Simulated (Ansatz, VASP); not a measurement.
# Two plane-wave programs on Yb

Contents of INCAR:

```
  PREC = Accurate
  ENCUT = 520
  EDIFF = 1E-6
  ISMEAR = -1
  SIGMA = 0.1
  LREAL = False
  LASPH = True
  NELM = 60
  ALGO = Normal
  ISIF = 2
  LWAVE = False
  LCHARG = False
  GGA = PE
  NBANDS = 18
```

Contents of KPOINTS:

```
regular mesh
0
Gamma
  12 12 12
```

File POSCAR:

```
Yb
1.0
   -1.9979230134      1.9979230134      1.9979230134
    1.9979230134     -1.9979230134      1.9979230134
    1.9979230134      1.9979230134     -1.9979230134
Yb
1
Direct
    0.0000000000      0.0000000000      0.0000000000
```

Input for Ansatz:

```yaml
crystal:
  lattice:
    - [-1.9979230134, 1.9979230134, 1.9979230134]
    - [1.9979230134, -1.9979230134, 1.9979230134]
    - [1.9979230134, 1.9979230134, -1.9979230134]
  atoms:
    - { symbol: Yb, position: [0.0, 0.0, 0.0] }
hamiltonian:
  xc: pbe
  pseudopotentials:
    kind: paw
    azcp:
      Yb: "pseudopotentials/Yb.paw.azcp"
basis:
  ecutwfc: 420
  fft_grid_basis: typed
kpoints:
  mp_grid: { grid: [12, 12, 12], shift: [0, 0, 0] }
magnetization:
  spin_polarized: false
scf:
  occupations: { method: fermi_dirac, width: 0.1 }
  lower_state_search: "off"
output:
  stress: true
```

Alike in both runs: task single point; functional PBE; k mesh 12 × 12 × 12; occupations fermi-dirac, width 0.1 eV; no spin polarisation.

|  | VASP | Ansatz |
| --- | --- | --- |
| version | VASP 6.6.1 | Ansatz 0.2.0 |
| potentials or method | VASP PAW PBE potentials, release 64 (Yb), cutoff 520 eV | plane waves (420 eV) with PAW, scalar-relativistic |
| valence electrons in the cell | 24 | 24 |

```csv
,VASP,Ansatz,Ansatz less VASP
pressure (GPa),2.4,2.0,-0.48
```

Spin-orbit coupling is off throughout.
